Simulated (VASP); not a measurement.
The system is EuS.

```
CELL_PARAMETERS angstrom
0.00000 2.97850 2.97850
2.97850 0.00000 2.97850
2.97850 2.97850 0.00000
ATOMIC_POSITIONS crystal
Eu 0.00000 0.00000 0.00000
S 0.50000 0.50000 0.50000
```

Base run:

| Item | Value |
| --- | --- |
| Program | VASP 6.6.1 |
| Functional | PBEsol |
| Potentials or basis | VASP PAW PBE potentials, release 64 (Eu, S) |
| Cutoff | 600 eV |
| k mesh | 7 × 7 × 7 |
| Occupations | fermi-dirac, width 0.1 eV |
| Spin | collinear spin, ferromagnetic start |
| Starting moments | [7.0, 0.0] μB |

Its results: pressure -5.8 GPa; net moment 6.95 μB per cell; site moments Eu +6.58; S -0.07 μB.

Task: After a change of settings the same cell gave: pressure -2.6 GPa; net moment 6.97 μB per cell; site moments Eu +6.52; S -0.08 μB. Which change was it?
A. functional from PBEsol to r2SCAN; cutoff from 600 eV to 800 eV
B. functional from PBEsol to BLYP
C. functional from PBEsol to RPBE

Result: A.

Caveats: the PAW data sets were made with another functional, which shifts forces and pressure a little; a cell with one magnetic atom can't hold antiferromagnetic order, which such compounds often take; the cell stands under tension (at least some runs).
